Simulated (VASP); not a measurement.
# Fe (Pm-3m) in VASP: a series of runs

Runs on Fe. Level: RPBE. Tasks: single point.

Program: VASP 6.6.1. These are calculated values, not measurements. Logs are shortened: lines on timing, memory, paths and dates and some standing lists are left out, and cuts for length are marked.

## 1. The cell of the first run

Symmetry: Pm-3m, No. 221, cubic system. Conventional cell: a = 2.400 Å, b = 2.400 Å, c = 2.400 Å, α = 90.00°, β = 90.00°, γ = 90.00°. Fe (site symmetry m-3m) has 6 Fe at 2.40 Å within 3.2 Å.

## 2. Single point, RPBE, collinear spin, ferromagnetic start

File INCAR:

```
SYSTEM = Fe
PREC     = Accurate       ! precision mode
ENCUT    = 520            ! plane-wave cutoff, eV
EDIFF    = 1E-6           ! SCF threshold, eV
ISMEAR   = -1             ! smearing method
SIGMA    = 0.05           ! smearing width, eV
LREAL    = .FALSE.        ! projectors in reciprocal space
LASPH    = .TRUE.         ! aspherical terms in the spheres
NELM     = 150            ! most SCF steps
ALGO     = Normal         ! electronic algorithm
ISIF     = 2              ! what is computed and relaxed
LWAVE    = .FALSE.        ! write WAVECAR
LCHARG   = .FALSE.        ! write CHGCAR
ISPIN    = 2              ! spin polarisation
MAGMOM   = 2.473          ! initial moments
LORBIT   = 11             ! projections on sites
LMAXMIX  = 4              ! l up to which the mixer works
GGA      = RP             ! functional
NBANDS   = 14             ! bands
```

File KPOINTS:

```
Automatic mesh
0
G
  21 21 21
  0 0 0
```

File POSCAR:

```
Fe
1.0
    2.4003446277      0.0000000000      0.0000000000
    0.0000000000      2.4003446277      0.0000000000
    0.0000000000      0.0000000000      2.4003446277
Fe
1
Direct
    0.0000000000      0.0000000000      0.0000000000
```

Potentials or basis: VASP PAW PBE potentials, release 64 (Fe).

On the command line:

```
$ cat potpaw_PBE.64/Fe/POTCAR > POTCAR
$ mpirun -np 1 vasp_std > vasp.out
```

OUTCAR:

```text
SYSTEM = Fe
   PREC = Accurate
   ENCUT = 520
   EDIFF = 1E-6
   ISMEAR = -1
   LREAL = .FALSE.
   LASPH = .TRUE.
   NELM = 150
   ISIF = 2
   ISPIN = 2
   LORBIT = 11
   GGA = RP

 ion  position               nearest neighbor table
   1  0.000  0.000  0.000-

  LATTYP: Found a simple cubic cell.
 ALAT       =     2.4003446277

  Lattice vectors:

 A1 = (   2.4003446277,   0.0000000000,   0.0000000000)
 A2 = (   0.0000000000,   2.4003446277,   0.0000000000)
 A3 = (   0.0000000000,   0.0000000000,   2.4003446277)

Analysis of symmetry for initial positions (statically):
=====================================================================
 Subroutine PRICEL returns:
 Original cell was already a primitive cell.

 Routine SETGRP: Setting up the symmetry group for a
 simple cubic supercell.

 Subroutine GETGRP returns: Found 48 space group operations
 (whereof 48 operations were pure point group operations)
 out of a pool of 48 trial point group operations.

The static configuration has the point symmetry O_h .

Analysis of symmetry for dynamics (positions and initial velocities):
=====================================================================
 Subroutine PRICEL returns:
 Original cell was already a primitive cell.

 Routine SETGRP: Setting up the symmetry group for a
 simple cubic supercell.

 Subroutine GETGRP returns: Found 48 space group operations
 (whereof 48 operations were pure point group operations)
 out of a pool of 48 trial point group operations.

The dynamic configuration has the point symmetry O_h .

Analysis of structural, dynamic, and magnetic symmetry:
=====================================================================
 Subroutine PRICEL returns:
 Original cell was already a primitive cell.

 Routine SETGRP: Setting up the symmetry group for a
 simple cubic supercell.

 Subroutine GETGRP returns: Found 48 space group operations
 (whereof 48 operations were pure point group operations)
 out of a pool of 48 trial point group operations.

The overall configuration has the point symmetry O_h .

 Subroutine INISYM returns: Found 48 space group operations
 (whereof 48 operations are pure point group operations),
 and found     1 'primitive' translations

----------------------------------------------------------------------------------------

                                     Primitive cell

  volume of cell :      13.8300

  direct lattice vectors                    reciprocal lattice vectors
     2.400344628  0.000000000  0.000000000     0.416606844  0.000000000  0.000000000
     0.000000000  2.400344628  0.000000000     0.000000000  0.416606844  0.000000000
     0.000000000  0.000000000  2.400344628     0.000000000  0.000000000  0.416606844
[... 117 lines left out ...]
 NGX is ok and might be reduce to    18
   NGX =  9   NGY =  9   NGZ =  9

 number of electron       8.0000016 magnetization       2.5202737

 Free energy of the ion-electron system (eV)
  ---------------------------------------------------
  ext. energy  EPLUGINS =         0.00000000
  ---------------------------------------------------
  free energy    TOTEN  =        -7.04388720 eV

  energy without entropy =       -7.03735324  energy(sigma->0) =       -7.04062022

 E-fermi :   4.4771     XC(G=0): -11.8456

 val. band max:        4.4736860390   @ k =   0.4762   0.3810   0.1905
 cond. band min:       4.4882868048   @ k =   0.2857   0.2857   0.1905
 fundamental gap:      0.0146007657
 Fermi energy:         4.4770581173

 spin component 1

 k-point     1 :       0.0000    0.0000    0.0000
  band No.  band energies     occupation
      1      -3.1398      1.00000
      2       0.6335      1.00000
      3       0.6335      1.00000
      4       3.7238      1.00000
      5       3.7238      1.00000
      6       3.7238      1.00000
      7      22.6744      0.00000
      8      22.6744      0.00000
      9      22.6744      0.00000
     10      26.3846      0.00000
     11      26.3846      0.00000
     12      30.6434      0.00000
     13      42.9993      0.00000
     14      42.9993      0.00000
[... 379 lines left out ...]
      3       1.2246      1.00000
      4       3.2430      1.00000
      5       3.3535      1.00000
      6       3.6556      1.00000
      7      16.5973      0.00000
      8      21.1960      0.00000
      9      24.3671      0.00000
     10      27.4531      0.00000
     11      30.9892      0.00000
     12      35.4147      0.00000
     13      36.9847      0.00000
     14      40.0486      0.00000

 [... further k-points ...]

 spin component 2

 k-point     1 :       0.0000    0.0000    0.0000
  band No.  band energies     occupation
      1      -2.8692      1.00000
      2       2.2795      1.00000
      3       2.2801      1.00000
      4       6.9634      0.00000
      5       6.9635      0.00000
      6       6.9643      0.00000
      7      23.2829      0.00000
      8      23.2829      0.00000
      9      23.2829      0.00000
     10      26.8117      0.00000
     11      26.8118      0.00000
     12      30.4773      0.00000
     13      43.3658      0.00000
     14      43.3658      0.00000
[... 379 lines left out ...]
      3       2.8503      1.00000
      4       6.3424      0.00000
      5       6.5059      0.00000
      6       6.8790      0.00000
      7      17.2503      0.00000
      8      21.7794      0.00000
      9      25.0593      0.00000
     10      27.6658      0.00000
     11      31.2772      0.00000
     12      35.8420      0.00000
     13      37.3083      0.00000
     14      40.3496      0.00000

 [... further k-points ...]
[... 5 lines left out ...]
  --------------------------------------------------------------------------------------
  -------------------------------------------------------------------------------------
  Total        0.0329600      0.0329600      0.0329600      0.0000000      0.0000000      0.0000000
  in kB        3.8183647      3.8183647      3.8183647      0.0000000      0.0000000      0.0000000
  external PRESSURE =       3.8183647 kB  Pullay stress =       0.0000000 kB

 VOLUME and BASIS-vectors are now :
 -----------------------------------------------------------------------------
  energy-cutoff  :      520.00
  volume of cell :       13.83
      direct lattice vectors                 reciprocal lattice vectors
     2.400344628  0.000000000  0.000000000     0.416606844  0.000000000  0.000000000
     0.000000000  2.400344628  0.000000000     0.000000000  0.416606844  0.000000000
     0.000000000  0.000000000  2.400344628     0.000000000  0.000000000  0.416606844

 POSITION                                       TOTAL-FORCE (eV/Angst)
 -----------------------------------------------------------------------------------
      0.00000      0.00000      0.00000         0.000000      0.000000      0.000000
 -----------------------------------------------------------------------------------
    total drift:                                0.000000      0.000000      0.000000

  FREE ENERGIE OF THE ION-ELECTRON SYSTEM (eV)
  ---------------------------------------------------
  free  energy   TOTEN  =        -7.0438872002 eV

  energy  without entropy=       -7.0373532421  energy(sigma->0) =       -7.04062022

 total charge

# of ion       s       p       d       tot
------------------------------------------
    1        0.482   0.388   6.233   7.102

 magnetization (x)

# of ion       s       p       d       tot
------------------------------------------
    1        0.001  -0.008   2.520   2.513
```

Wall time 30 s (1 thread of Intel Xeon 6975P-C (Granite Rapids), shared host); peak memory 0.19 GiB.

Results:

```
Free energy                                           : -7.0439 eV
Pressure                                              : 0.4 GPa
Net moment                                            : 2.52 μB per cell
Site moments                                          : Fe +2.51 μB
Valence electrons inside the program's atomic spheres : Fe 7.10
```

Levels at points of the mesh, in eV from the Fermi level:
Spin up:
| k point | band 2 | band 3 | band 4 | band 5 | band 6 | band 7 | band 8 | band 9 |
| --- | --- | --- | --- | --- | --- | --- | --- | --- |
| (0.00, 0.00, 0.00) | -3.84 | -3.84 | -0.75 | -0.75 | -0.75 | 18.20 | 18.20 | 18.20 |
Spin down:
```csv
k point,band 1,band 2,band 3,band 4,band 5,band 6
"(0.00, 0.00, 0.00)",-7.35,-2.20,-2.20,2.49,2.49,2.49
```

Caveat: the PAW data sets were made with another functional, which shifts forces and pressure a little.

## 3. Single point, RPBE

This run uses another cell than the first one, of 11.98 Å³/atom, 0.866 times its volume.

File INCAR:

```
SYSTEM = Fe
PREC = Accurate
ENCUT = 520
EDIFF = 1E-6
ISMEAR = -1
SIGMA = 0.1
LREAL = .FALSE.
LASPH = .TRUE.
NELM = 60
ALGO = Normal
ISIF = 2
LWAVE = .FALSE.
LCHARG = .FALSE.
GGA = RP
NBANDS = 10
```

File KPOINTS:

```
regular mesh
0
G
  13 13 13
  0 0 0
```

File POSCAR:

```
Fe
1.0
    2.2879948557      0.0000000000      0.0000000000
    0.0000000000      2.2879948557      0.0000000000
    0.0000000000      0.0000000000      2.2879948557
Fe
1
Direct
    0.0000000000      0.0000000000      0.0000000000
```

Potentials or basis: VASP PAW PBE potentials, release 64 (Fe).

On the command line:

```
$ cat potpaw_PBE.64/Fe/POTCAR > POTCAR
$ mpirun -np 1 vasp_std > vasp.out
```

It took 5.4 s on 1 thread of Intel Xeon Platinum 8488C (Sapphire Rapids), shared host; peak memory 0.12 GiB.

The run converged. Its results:

| Quantity | Value |
| --- | --- |
| Free energy | -6.6429 eV |
| Pressure | -0.8 GPa |
| Band gap on the k mesh | zero (band 4 reaches 7.56 eV, above the bottom of band 5 at 5.08 eV) |

Levels at points of the mesh, in eV from the Fermi level:
| k point | band 2 | band 3 | band 4 | band 5 | band 6 | band 7 |
| --- | --- | --- | --- | --- | --- | --- |
| (0.00, 0.00, 0.00) | -3.65 | -3.65 | 0.93 | 0.93 | 0.93 | 20.39 |

Caveat: the PAW data sets were made with another functional, which shifts forces and pressure a little; the run has no spin polarisation, though such a crystal can be magnetic. Spin polarisation is off, so any magnetic state and its effect on volume and gap are missing.

## 4. Single point, RPBE (volume scaled by 0.88)

File INCAR:

```
ALGO = Normal
EDIFF = 1E-7
ENCUT = 520
GGA = RP
ISIF = 2
ISMEAR = -1
LASPH = True
LCHARG = False
LREAL = False
LWAVE = False
NBANDS = 10
NELM = 100
PREC = Accurate
SIGMA = 0.1
```

File KPOINTS:

```
k-points
0
Gamma
  15 15 15
```

File POSCAR:

```
Fe
1.0
    2.1925487969      0.0000000000      0.0000000000
    0.0000000000      2.1925487969      0.0000000000
    0.0000000000      0.0000000000      2.1925487969
Fe
1
Direct
    0.0000000000      0.0000000000      0.0000000000
```

Potentials or basis: VASP PAW PBE potentials, release 64 (Fe).

On the command line:

```
$ cat potpaw_PBE.64/Fe/POTCAR > POTCAR
$ mpirun -np 1 vasp_std > vasp.out
```

OUTCAR:

```text
EDIFF = 1E-7
   ENCUT = 520
   GGA = RP
   ISIF = 2
   ISMEAR = -1
   LASPH = True
   LREAL = False
   NELM = 100
   PREC = Accurate

 ion  position               nearest neighbor table
   1  0.000  0.000  0.000-

  LATTYP: Found a simple cubic cell.
 ALAT       =     2.1925487969

  Lattice vectors:

 A1 = (   2.1925487969,   0.0000000000,   0.0000000000)
 A2 = (   0.0000000000,   2.1925487969,   0.0000000000)
 A3 = (   0.0000000000,   0.0000000000,   2.1925487969)

Analysis of symmetry for initial positions (statically):
[... 481 lines left out ...]
      4       6.8500      1.74153
      5       7.1558      0.48099
      6       7.6731      0.00358
      7      17.3681      0.00000
      8      25.1437      0.00000
      9      34.0986      0.00000
     10      35.5363      0.00000

 [... further k-points ...]
[... 5 lines left out ...]
  --------------------------------------------------------------------------------------
  -------------------------------------------------------------------------------------
  Total        2.0340501      2.0340501      2.0340501      0.0000000      0.0000000     -0.0000000
  in kB      309.1892758    309.1892758    309.1892758      0.0000000      0.0000000     -0.0000000
  external PRESSURE =     309.1892758 kB  Pullay stress =       0.0000000 kB

 VOLUME and BASIS-vectors are now :
 -----------------------------------------------------------------------------
  energy-cutoff  :      520.00
  volume of cell :       10.54
      direct lattice vectors                 reciprocal lattice vectors
     2.192548797  0.000000000  0.000000000     0.456090191  0.000000000  0.000000000
     0.000000000  2.192548797  0.000000000     0.000000000  0.456090191  0.000000000
     0.000000000  0.000000000  2.192548797     0.000000000  0.000000000  0.456090191

 POSITION                                       TOTAL-FORCE (eV/Angst)
 -----------------------------------------------------------------------------------
      0.00000      0.00000      0.00000         0.000000      0.000000      0.000000
 -----------------------------------------------------------------------------------
    total drift:                               -0.000000      0.000000      0.000000

  FREE ENERGIE OF THE ION-ELECTRON SYSTEM (eV)
  ---------------------------------------------------
  free  energy   TOTEN  =        -6.5252831030 eV

  energy  without entropy=       -6.4594268373  energy(sigma->0) =       -6.49235497
```

stdout:

```text
POSCAR found type information on POSCAR Fe
 POSCAR found :  1 types and       1 ions
 scaLAPACK will be used
 -----------------------------------------------------------------------------
|                                                                             |
|                                                                             |
|     You enforced a specific xc type in the INCAR file but a different       |
|     I HOPE YOU KNOW WHAT YOU ARE DOING!                                     |
|                                                                             |
 -----------------------------------------------------------------------------

 LDA part: xc-table for (Slater+PW92), standard interpolation
 POSCAR, INCAR and KPOINTS ok, starting setup
 FFT: planning ... GRIDC
 FFT: planning ... GRID_SOFT
 FFT: planning ... GRID
 WAVECAR not read
 entering main loop
```

It took 4.2 s on 1 thread of Intel Xeon Platinum 8488C (Sapphire Rapids), shared host; peak memory 0.12 GiB.

What came out:

```yaml
Free_energy: -6.5253 eV
Pressure: 30.9 GPa
Band_gap_on_the_k_mesh: zero (band 4 reaches 9.38 eV, above the bottom of band 5 at 6.27 eV)
```

Levels at points of the mesh, in eV from the Fermi level:
```csv
k point,band 1,band 2,band 3,band 4,band 5,band 6,band 7,band 8,band 9
"(0.00, 0.00, 0.00)",-8.90,-4.35,-4.35,1.12,1.12,1.12,22.07,22.07,22.07
```

Caveat: the cell differs from its parent crystal (volume scaled by 0.88); the PAW data sets were made with another functional, which shifts forces and pressure a little; the run has no spin polarisation, though such a crystal can be magnetic.

(Continued in part 2 of 2.)
